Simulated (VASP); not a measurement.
# CuI (F-43m) in VASP: further runs

CuI is run at these levels: r2SCAN; tasks: single point.

Everything below comes from runs of VASP 6.6.1. Logs are shortened: lines on timing, memory, paths and dates and some standing lists are left out, and cuts for length are marked.

## 1. The cell of the first run

The structure is cubic, space group F-43m (No. 216). The conventional cell has a = 5.901 Å, b = 5.901 Å, c = 5.901 Å, α = 90.00°, β = 90.00°, γ = 90.00°. Cu (site symmetry -43m) has 4 I at 2.56 Å within 3.4 Å. Within 3.4 Å of I (site symmetry -43m) lie 4 Cu at 2.56 Å.

## 2. Single point, r2SCAN (volume changed by -6%)

File POSCAR:

```
CuI
1.0
    0.0000000000      2.9505418684      2.9505418684
    2.9505418684      0.0000000000      2.9505418684
    2.9505418684      2.9505418684      0.0000000000
Cu I
1 1
Direct
    0.0000000000      0.0000000000      0.0000000000
    0.2500000000      0.2500000000      0.2500000000
```

File INCAR.step1:

```
SYSTEM = CuI
PREC = Accurate ; ENCUT = 520
ISMEAR = 0 ; SIGMA = 0.01
LREAL = .FALSE. ; LASPH = .TRUE.
NELM = 60 ; NBANDS = 16
GGA = PE ; ALGO = Normal
EDIFF = 1E-4 ; LWAVE = .TRUE.
LCHARG = .FALSE.
```

File INCAR.step2:

```
SYSTEM = CuI
PREC = Accurate ; ENCUT = 520
EDIFF = 1E-6 ; ISMEAR = 0
SIGMA = 0.01 ; LREAL = .FALSE.
LASPH = .TRUE. ; NELM = 60
ALGO = Normal ; ISIF = 2
LWAVE = .FALSE. ; LCHARG = .FALSE.
METAGGA = R2SCAN ; LMIXTAU = .TRUE.
NBANDS = 16 ; ISTART = 1
```

File KPOINTS:

```
Automatic mesh
0
G
  6 6 6
  0 0 0
```

Potentials or basis: VASP PAW PBE potentials, release 64 (Cu, I).

Started as:

```bash
$ cat potpaw_PBE.64/Cu/POTCAR potpaw_PBE.64/I/POTCAR > POTCAR
$ cp INCAR.step1 INCAR
$ mpirun -np 1 vasp_std > vasp.out
$ cp INCAR.step2 INCAR
$ mpirun -np 1 vasp_std > vasp.out
```

OUTCAR:

```text
SYSTEM = CuI
   PREC = Accurate
   ENCUT = 520
   EDIFF = 1E-6
   ISMEAR = 0
   LREAL = .FALSE.
   LASPH = .TRUE.
   NELM = 60
   ISIF = 2
   METAGGA = R2SCAN
   ISTART = 1

 ion  position               nearest neighbor table
   1  0.000  0.000  0.000-   2 2.56   2 2.56   2 2.56   2 2.56
   2  0.250  0.250  0.250-   1 2.56   1 2.56   1 2.56   1 2.56

  LATTYP: Found a face centered cubic cell.
 ALAT       =     5.9010837368

  Lattice vectors:

 A1 = (   0.0000000000,   2.9505418684,   2.9505418684)
 A2 = (   2.9505418684,   0.0000000000,   2.9505418684)
 A3 = (   2.9505418684,   2.9505418684,   0.0000000000)

Analysis of symmetry for initial positions (statically):
=====================================================================
 Subroutine PRICEL returns:
 Original cell was already a primitive cell.

 Routine SETGRP: Setting up the symmetry group for a
 face centered cubic supercell.

 Subroutine GETGRP returns: Found 24 space group operations
 (whereof 24 operations were pure point group operations)
 out of a pool of 48 trial point group operations.

The static configuration has the point symmetry T_d .

Analysis of symmetry for dynamics (positions and initial velocities):
=====================================================================
 Subroutine PRICEL returns:
 Original cell was already a primitive cell.

 Routine SETGRP: Setting up the symmetry group for a
 face centered cubic supercell.

 Subroutine GETGRP returns: Found 24 space group operations
 (whereof 24 operations were pure point group operations)
 out of a pool of 48 trial point group operations.

The dynamic configuration has the point symmetry T_d .

 Subroutine INISYM returns: Found 24 space group operations
 (whereof 24 operations are pure point group operations),
 and found     1 'primitive' translations

----------------------------------------------------------------------------------------

                                     Primitive cell

  volume of cell :      51.3730

  direct lattice vectors                    reciprocal lattice vectors
     0.000000000  2.950541868  2.950541868    -0.169460398  0.169460398  0.169460398
     2.950541868  0.000000000  2.950541868     0.169460398 -0.169460398  0.169460398
     2.950541868  2.950541868  0.000000000     0.169460398  0.169460398 -0.169460398

  length of vectors
     4.172696327  4.172696327  4.172696327     0.293514020  0.293514020  0.293514020

  position of ions in fractional coordinates (direct lattice)
     0.000000000  0.000000000  0.000000000
     0.250000000  0.250000000  0.250000000

  ion indices of the primitive-cell ions
   primitive index   ion index
                 1           1
                 2           2

----------------------------------------------------------------------------------------

 KPOINTS: Automatic mesh

Automatic generation of k-mesh.
 Grid dimensions read from file:
 generate k-points for:    6    6    6

 Generating k-lattice:

  Cartesian coordinates                     Fractional coordinates (reciprocal lattice)
    -0.028243400  0.028243400  0.028243400     0.166666667  0.000000000  0.000000000
     0.028243400 -0.028243400  0.028243400     0.000000000  0.166666667  0.000000000
     0.028243400  0.028243400 -0.028243400     0.000000000  0.000000000  0.166666667

  Length of vectors
     0.048919003  0.048919003  0.048919003

  Shift w.r.t. Gamma in fractional coordinates (k-lattice)
     0.000000000  0.000000000  0.000000000

 Subroutine IBZKPT returns following result:
 ===========================================

 Found     16 irreducible k-points:

 Following reciprocal coordinates:
            Coordinates               Weight
  0.000000  0.000000  0.000000      1.000000
  0.166667  0.000000  0.000000      8.000000
  0.333333  0.000000  0.000000      8.000000
  0.500000  0.000000  0.000000      4.000000
  0.166667  0.166667  0.000000      6.000000
  0.333333  0.166667  0.000000     24.000000
[... 8 lines left out ...]
 -0.333333  0.333333  0.166667     24.000000
 -0.333333  0.500000  0.166667     12.000000
   k-points           NKPTS =     16   k-points in BZ     NKDIM =     16   number of bands    NBANDS=     16
   number of dos      NEDOS =    301   number of ions     NIONS =      2
   total plane-waves  NPLWV =  32768
   dimension x,y,z NGX =    32 NGY =   32 NGZ =   32
   dimension x,y,z NGXF=    64 NGYF=   64 NGZF=   64
   ions per type =               1   1
   NGX,Y,Z   is equivalent  to a cutoff of  12.75, 12.75, 12.75 a.u.
   NGXF,Y,Z  is equivalent  to a cutoff of  25.50, 25.50, 25.50 a.u.
 SYSTEM =  CuI
   PREC   = accura    normal or accurate (medium, high low for compatibility)
   ISTART =      1    job   : 0-new  1-cont  2-samecut
   ICHARG =      0    charge: 1-file 2-atom 10-const
   ISPIN  =      1    spin polarized calculation?
   LNONCOLLINEAR =      F non collinear calculations
   LSORBIT =      F    spin-orbit coupling
   LASPH  =      T    aspherical Exc in radial PAW
   ENCUT  =  520.0 eV  38.22 Ry    6.18 a.u.   7.76  7.76  7.76*2*pi/ulx,y,z
   NELM   =     60;   NELMIN=  2; NELMDL=  0     # of ELM steps
   EDIFF  = 0.1E-05   stopping-criterion for ELM
   LREAL  =      F    real-space projection
   EDIFFG = 0.1E-04   stopping-criterion for IOM
   NSW    =      0    number of steps for IOM
   IBRION =     -1    ionic relax: 0-MD 1-quasi-New 2-CG
   NFREE  =      0    steps in history (QN), initial steepest desc. (CG)
   ISIF   =      2    stress and relaxation
   ISYM   =      2    0-nonsym 1-usesym 2-fastsym
   POTIM  = 0.5000    time-step for ionic-motion
   TEBEG  =    0.0;   TEEND  =   0.0 temperature during run
   PSTRESS=    0.0 pullay stress
   NELECT =      18.0000    total number of electrons
   NUPDOWN=      -1.0000    fix difference up-down
   EMIN   =  10.00;   EMAX   =-10.00  energy-range for DOS
   EFERMI =   0.00;   METHOD = LEGACY
   ISMEAR =     0;   SIGMA  =   0.01  broadening in eV -4-tet -1-fermi 0-gaus
   EFERMI_NEDOS =   21; number of points for ismear=-14 and -15
   IALGO  =     38    algorithm
   IMIX   =      4    mixing-type and parameters
     AMIX     =   0.40;   BMIX     =  1.00
     AMIX_MAG =   1.60;   BMIX_MAG =  1.00
  volume/ion in A,a.u.               =      25.69       173.34
  Fermi-wavevector in a.u.,A,eV,Ry     =   1.154128  2.180985 18.123108  1.332011
  Thomas-Fermi vector in A             =   2.290767
   LORBIT       =      0    0 simple, 1 ext, 2 COOP (PROOUT), +10 PAW based schemes
   METAGGA = R2SCAN    functional components
   LHFCALC =     F    Hartree Fock is set to
   AEXX    =    0.0000 exact exchange contribution
   IVDW    =     0    specifies the selected vdW correction
   LEPSILON=     F    determine dielectric tensor
   LRPA    =     F    only Hartree local field effects (RPA)
 non-spin polarized calculation
 Gauss-broadening in eV      SIGMA  =   0.01
  energy-cutoff  :      520.00
  volume of cell :       51.37
 maximum number of plane-waves:      1411
   NGX = 15   NGY = 15   NGZ = 15

 number of electron      17.9999987 magnetization

 Free energy of the ion-electron system (eV)
  ---------------------------------------------------
  ext. energy  EPLUGINS =         0.00000000
  ---------------------------------------------------
  free energy    TOTEN  =       -35.76313173 eV

  energy without entropy =      -35.76313173  energy(sigma->0) =      -35.76313173

 E-fermi :   5.2690     XC(G=0):  -9.8554

 val. band max:        5.1809256735   @ k =   0.0000   0.0000   0.0000
 cond. band min:       7.0480430202   @ k =   0.0000   0.0000   0.0000
 fundamental gap:      1.8671173467
 Fermi energy:         5.2690229429

 k-point     1 :       0.0000    0.0000    0.0000
  band No.  band energies     occupation
      1      -9.8131      2.00000
      2       0.9853      2.00000
      3       0.9853      2.00000
      4       0.9853      2.00000
      5       2.9781      2.00000
      6       2.9781      2.00000
[... 8 lines left out ...]
     15      15.3261      0.00000
     16      15.3261      0.00000

 k-point     2 :       0.1667    0.0000    0.0000
  band No.  band energies     occupation
      1      -9.6545      2.00000
      2       0.4657      2.00000
      3       0.9994      2.00000
      4       0.9995      2.00000
      5       2.9671      2.00000
      6       2.9671      2.00000
[... 8 lines left out ...]
     15      14.3754      0.00000
     16      14.8980      0.00000

 k-point     3 :       0.3333    0.0000    0.0000
  band No.  band energies     occupation
      1      -9.3005      2.00000
      2      -0.6069      2.00000
      3       1.0195      2.00000
      4       1.0196      2.00000
      5       2.9788      2.00000
      6       2.9789      2.00000
[... 8 lines left out ...]
     15      14.9637      0.00000
     16      14.9637      0.00000

 k-point     4 :       0.5000    0.0000    0.0000
  band No.  band energies     occupation
      1      -9.0995      2.00000
      2      -1.1490      2.00000
      3       1.0248      2.00000
      4       1.0249      2.00000
      5       3.0096      2.00000
      6       3.0097      2.00000
[... 8 lines left out ...]
     15      16.8146      0.00000
     16      16.8146      0.00000

 k-point     5 :       0.1667    0.1667    0.0000
  band No.  band energies     occupation
      1      -9.6014      2.00000
      2       0.4209      2.00000
      3       0.9594      2.00000
      4       0.9594      2.00000
      5       2.9140      2.00000
      6       3.0039      2.00000
[... 8 lines left out ...]
     15      15.6185      0.00000
     16      16.0088      0.00000

 k-point     6 :       0.3333    0.1667    0.0000
  band No.  band energies     occupation
      1      -9.3089      2.00000
      2      -0.3170      2.00000
      3       0.8772      2.00000
      4       0.9578      2.00000
      5       2.8938      2.00000
      6       3.0228      2.00000
[... 8 lines left out ...]
     15      15.9403      0.00000
     16      16.3281      0.00000

 k-point     7 :       0.5000    0.1667    0.0000
  band No.  band energies     occupation
      1      -9.0433      2.00000
      2      -0.9202      2.00000
      3       0.6651      2.00000
      4       0.9936      2.00000
      5       2.9303      2.00000
      6       3.0162      2.00000
[... 8 lines left out ...]
     15      16.7469      0.00000
     16      16.8589      0.00000

 k-point     8 :      -0.3333    0.1667    0.0000
  band No.  band energies     occupation
      1      -9.1111      2.00000
      2      -0.7418      2.00000
      3       0.5894      2.00000
      4       1.0399      2.00000
      5       2.9472      2.00000
      6       2.9794      2.00000
[... 8 lines left out ...]
     15      15.7273      0.00000
     16      17.0950      0.00000

 k-point     9 :      -0.1667    0.1667    0.0000
  band No.  band energies     occupation
      1      -9.4277      2.00000
      2      -0.0467      2.00000
      3       0.7992      2.00000
      4       1.0441      2.00000
      5       2.9244      2.00000
      6       2.9999      2.00000
[... 8 lines left out ...]
     15      15.3365      0.00000
     16      16.5617      0.00000

 k-point    10 :       0.3333    0.3333    0.0000
  band No.  band energies     occupation
      1      -9.1261      2.00000
      2      -0.6163      2.00000
      3       0.9128      2.00000
      4       0.9128      2.00000
      5       2.8290      2.00000
      6       3.0556      2.00000
[... 8 lines left out ...]
     15      16.4359      0.00000
     16      19.4394      0.00000

 k-point    11 :       0.5000    0.3333    0.0000
  band No.  band energies     occupation
      1      -8.9209      2.00000
      2      -0.8677      2.00000
      3       0.5475      2.00000
      4       0.9275      2.00000
      5       2.8661      2.00000
      6       3.0439      2.00000
[... 8 lines left out ...]
     15      17.1070      0.00000
     16      18.5220      0.00000

 k-point    12 :      -0.3333    0.3333    0.0000
  band No.  band energies     occupation
      1      -8.9147      2.00000
      2      -0.5820      2.00000
      3      -0.0513      2.00000
      4       0.9929      2.00000
      5       2.8240      2.00000
      6       2.9724      2.00000
[... 8 lines left out ...]
     15      15.0589      0.00000
     16      19.3691      0.00000

 k-point    13 :       0.5000    0.5000    0.0000
  band No.  band energies     occupation
      1      -8.8540      2.00000
      2      -1.1133      2.00000
      3       0.8927      2.00000
      4       0.8927      2.00000
      5       2.9252      2.00000
      6       3.0713      2.00000
[... 8 lines left out ...]
     15      17.1332      0.00000
     16      18.0631      0.00000

 k-point    14 :       0.5000    0.3333    0.1667
  band No.  band energies     occupation
      1      -9.0532      2.00000
      2      -0.6107      2.00000
      3       0.4614      2.00000
      4       0.9546      2.00000
      5       2.9009      2.00000
      6       2.9942      2.00000
[... 8 lines left out ...]
     15      17.0523      0.00000
     16      18.2190      0.00000

 k-point    15 :      -0.3333    0.3333    0.1667
  band No.  band energies     occupation
      1      -8.9148      2.00000
      2      -0.6665      2.00000
      3       0.1232      2.00000
      4       0.9123      2.00000
      5       2.8555      2.00000
      6       2.9735      2.00000
[... 8 lines left out ...]
     15      17.2415      0.00000
     16      17.9101      0.00000

 k-point    16 :      -0.3333    0.5000    0.1667
  band No.  band energies     occupation
      1      -8.8500      2.00000
      2      -0.7780      2.00000
      3       0.2876      2.00000
      4       0.8111      2.00000
      5       2.8953      2.00000
      6       2.9205      2.00000
[... 8 lines left out ...]
     15      17.5642      0.00000
     16      18.2751      0.00000

------------------------ aborting loop because EDIFF is reached ----------------------------------------

  FORCE on cell =-STRESS in cart. coord.  units (eV):
  Direction    XX          YY          ZZ          XY          YZ          ZX
  --------------------------------------------------------------------------------------
  -------------------------------------------------------------------------------------
  Total        0.9972264      0.9972264      0.9972264      0.0000000      0.0000000     -0.0000000
  in kB       31.1006175     31.1006175     31.1006175      0.0000000      0.0000000     -0.0000000
  external PRESSURE =      31.1006175 kB  Pullay stress =       0.0000000 kB

 VOLUME and BASIS-vectors are now :
 -----------------------------------------------------------------------------
  energy-cutoff  :      520.00
  volume of cell :       51.37
      direct lattice vectors                 reciprocal lattice vectors
     0.000000000  2.950541868  2.950541868    -0.169460398  0.169460398  0.169460398
     2.950541868  0.000000000  2.950541868     0.169460398 -0.169460398  0.169460398
     2.950541868  2.950541868  0.000000000     0.169460398  0.169460398 -0.169460398

 POSITION                                       TOTAL-FORCE (eV/Angst)
 -----------------------------------------------------------------------------------
      0.00000      0.00000      0.00000        -0.000000     -0.000000      0.000000
      1.47527      1.47527      1.47527         0.000000      0.000000     -0.000000
 -----------------------------------------------------------------------------------
    total drift:                                0.000017      0.000017      0.000017

  FREE ENERGIE OF THE ION-ELECTRON SYSTEM (eV)
  ---------------------------------------------------
  free  energy   TOTEN  =       -35.7631317308 eV

  energy  without entropy=      -35.7631317308  energy(sigma->0) =      -35.76313173
```

It took 57 s on 1 thread of AMD EPYC 7R13 (Zen 3), shared host; peak memory 0.16 GiB.

What came out:

```yaml
Free_energy: -35.7631 eV
Pressure: 3.1 GPa
Band_gap_on_the_k_mesh: 1.87 eV, direct
```

Caveat: the cell differs from its parent crystal (volume changed by -6%); the PAW data sets were made with another functional, which shifts forces and pressure a little; spin-orbit coupling is left out, which moves the levels of the heavy elements.

## 3. Single point, r2SCAN (volume changed by -3%)

File POSCAR:

```
CuI
1.0
    0.0000000000      2.9816024864      2.9816024864
    2.9816024864      0.0000000000      2.9816024864
    2.9816024864      2.9816024864      0.0000000000
Cu I
1 1
Direct
    0.0000000000      0.0000000000      0.0000000000
    0.2500000000      0.2500000000      0.2500000000
```

File INCAR.step1:

```
SYSTEM = CuI
ALGO = Normal
EDIFF = 1E-4
ENCUT = 520
GGA = PE
ISMEAR = 0
LASPH = .TRUE.
LCHARG = .FALSE.
LREAL = .FALSE.
LWAVE = .TRUE.
NBANDS = 16
NELM = 80
PREC = Accurate
SIGMA = 0.01
```

File INCAR.step2:

```
SYSTEM = CuI
ALGO = Normal
EDIFF = 1E-6
ENCUT = 520
ISIF = 2
ISMEAR = 0
ISTART = 1
LASPH = .TRUE.
LCHARG = .FALSE.
LMIXTAU = .TRUE.
LREAL = .FALSE.
LWAVE = .FALSE.
METAGGA = R2SCAN
NBANDS = 16
NELM = 80
PREC = Accurate
SIGMA = 0.01
```

File KPOINTS:

```
k-points
0
G
  6 6 6
  0 0 0
```

Potentials or basis: VASP PAW PBE potentials, release 64 (Cu, I).

Started as:

```bash
$ cat potpaw_PBE.64/Cu/POTCAR potpaw_PBE.64/I/POTCAR > POTCAR
$ cp INCAR.step1 INCAR
$ mpirun -np 1 vasp_std > vasp.out
$ cp INCAR.step2 INCAR
$ mpirun -np 1 vasp_std > vasp.out
```

Wall time 61 s (1 thread of AMD EPYC 7R13 (Zen 3), shared host); peak memory 0.16 GiB.

It converged, with:

- Free energy: -35.7865 eV
- Pressure: 1.4 GPa
- Band gap on the k mesh: 1.77 eV, direct

Levels at points of the mesh, in eV from the valence-band top:
| k point | band 7 | band 8 | band 9 | band 10 | band 11 | band 12 |
| --- | --- | --- | --- | --- | --- | --- |
| (0.00, 0.00, 0.00) | 0.00 | 0.00 | 0.00 | 1.77 | 5.18 | 5.18 |
| (0.50, 0.00, 0.00) | -1.98 | -0.80 | -0.80 | 2.59 | 5.71 | 5.71 |
| (0.50, 0.50, 0.00) | -1.95 | -1.68 | -1.68 | 2.84 | 3.15 | 10.18 |

Caveat: the cell differs from its parent crystal (volume changed by -3%); the PAW data sets were made with another functional, which shifts forces and pressure a little; spin-orbit coupling is left out, which moves the levels of the heavy elements.

## 4. Single point, r2SCAN

This run uses another cell than the first one, of 27.33 Å³/atom, 1.064 times its volume.

File POSCAR:

```
CuI
1.0
    0.0000000000      3.0120291031      3.0120291031
    3.0120291031      0.0000000000      3.0120291031
    3.0120291031      3.0120291031      0.0000000000
Cu I
1 1
Direct
    0.0000000000      0.0000000000      0.0000000000
    0.2500000000      0.2500000000      0.2500000000
```

File INCAR.step1:

```
PREC = Accurate
ENCUT = 520
ISMEAR = 0
SIGMA = 0.01
LREAL = F
LASPH = T
NELM = 60
NBANDS = 16
GGA = PE
ALGO = Normal
EDIFF = 1E-4
LWAVE = T
LCHARG = F
```

File INCAR.step2:

```
PREC = Accurate
ENCUT = 520
EDIFF = 1E-6
ISMEAR = 0
SIGMA = 0.01
LREAL = F
LASPH = T
NELM = 60
ALGO = Normal
ISIF = 2
LWAVE = F
LCHARG = F
METAGGA = R2SCAN
LMIXTAU = T
NBANDS = 16
ISTART = 1
```

File KPOINTS:

```
regular mesh
0
Gamma
  6 6 6
```

Started as:

```bash
$ cat potpaw_PBE.64/Cu/POTCAR potpaw_PBE.64/I/POTCAR > POTCAR
$ cp INCAR.step1 INCAR
$ mpirun -np 1 vasp_std > vasp.out
$ cp INCAR.step2 INCAR
$ mpirun -np 1 vasp_std > vasp.out
```

Wall time 63 s (1 thread of AMD EPYC 7R13 (Zen 3), shared host); peak memory 0.16 GiB.

The run converged. Its results:

| Property | Result |
| --- | --- |
| Free energy | -35.7937 eV |
| Pressure | -0.1 GPa |
| Band gap on the k mesh | 1.67 eV, direct |

Levels at points of the mesh, in eV from the valence-band top:
```csv
k point,band 5,band 6,band 7,band 8,band 9,band 10,band 11,band 12,band 13,band 14
"(0.00, 0.00, 0.00)",-1.92,-1.92,0.00,0.00,0.00,1.67,5.22,5.22,5.22,8.68
"(0.50, 0.00, 0.00)",-1.89,-1.89,-1.85,-0.74,-0.74,2.57,5.73,5.73,7.75,9.76
"(0.50, 0.50, 0.00)",-1.96,-1.84,-1.82,-1.57,-1.57,2.90,3.17,9.94,10.51,10.51
```

Caveat: the PAW data sets were made with another functional, which shifts forces and pressure a little; spin-orbit coupling is left out, which moves the levels of the heavy elements. r2SCAN opens gaps a little over a GGA but as a rule still falls short of measured ones.

(Continued in part 2 of 2.)
